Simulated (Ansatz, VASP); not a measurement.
**One calculation of Ta2N, two programs**

File INCAR:

```
SYSTEM = Ta2N
ALGO = Normal ; EDIFF = 1E-6
ENCUT = 520 ; GGA = PS
ISIF = 2 ; ISMEAR = 0
LASPH = .TRUE. ; LCHARG = .TRUE.
LELF = .TRUE. ; LREAL = .FALSE.
LVHAR = .TRUE. ; LWAVE = .FALSE.
NBANDS = 20 ; NELM = 100
PREC = Accurate ; SIGMA = 0.15
```

The input KPOINTS:

```
k-points
0
G
  15 15 8
  0 0 0
```

The input POSCAR:

```
Ta2N
1.0
    3.0782595490      0.0000000000      0.0000000000
   -1.5391297745      2.6658509688      0.0000000000
    0.0000000000      0.0000000000      4.9927705898
Ta N
2 1
Direct
    0.6666666667      0.3333333333      0.7463700642
    0.3333333333      0.6666666667      0.2536299358
    0.0000000000      0.0000000000      0.0000000000
```

Input for Ansatz:

```yaml
crystal:
  lattice:
    - [3.078259549, 0.0, 0.0]
    - [-1.5391297745, 2.6658509688, 0.0]
    - [0.0, 0.0, 4.9927705898]
  atoms:
    - { symbol: Ta, position: [0.6666666667, 0.3333333333, 0.7463700642] }
    - { symbol: Ta, position: [0.3333333333, 0.6666666667, 0.2536299358] }
    - { symbol: "N", position: [0.0, 0.0, 0.0] }
basis:
  ecutwfc: 520.0
kpoints:
  mp_grid: { grid: [15, 15, 8] }
hamiltonian:
  xc: pbesol
  pseudopotentials: { kind: paw, azcp: { folder: soft_1 } }
scf:
  occupations: { method: gaussian, width: 0.15 }
output:
  forces: true
  stress: true
  eigenvalues: true
```

Change from the starting cell: engineering shear strain xy +0.0000, normal strain along z +0.0350.

Alike in both runs: task single point; functional PBEsol; k mesh 15 × 15 × 8; occupations gaussian, width 0.15 eV; no spin polarisation.

```csv
,VASP,Ansatz
version,VASP 6.6.1,Ansatz 0.2.0
potentials or method,"VASP PAW PBE potentials, release 64 (Ta_pv, N), cutoff 520 eV","scalar-relativistic, plane waves, PAW"
valence electrons in the cell,27,31
```

Ansatz gave:

| Property | Result |
| --- | --- |
| gap on the k mesh at the Fermi level (eV) | none |
| pressure (GPa) | -9.6 |
| traceless stress, the component that is largest in VASP (GPa) | -4.42 |
| rms of the force components (eV/Å) | 0.016 |

Question: What did VASP give for the same quantities?

Answer: gap on the k mesh at the Fermi level (eV): none; pressure (GPa): -9.1; traceless stress, the component that is largest in VASP (GPa): -4.49; rms of the force components (eV/Å): 0.039.

VASP's potentials were made for PBE, not for PBEsol, and Ansatz warns of the same on its side. Atom by atom the forces differ by 0.023 eV/Å (rms over components). A gap of «none» marks a metal or a gap that the smearing closes. With one functional, cell and mesh, what is left measures potentials, basis and numerics. VASP's potentials hold 27 valence electrons a cell and Ansatz's 31, so a difference there can come from the potentials and not from the codes.

Neither program's run includes spin-orbit coupling.
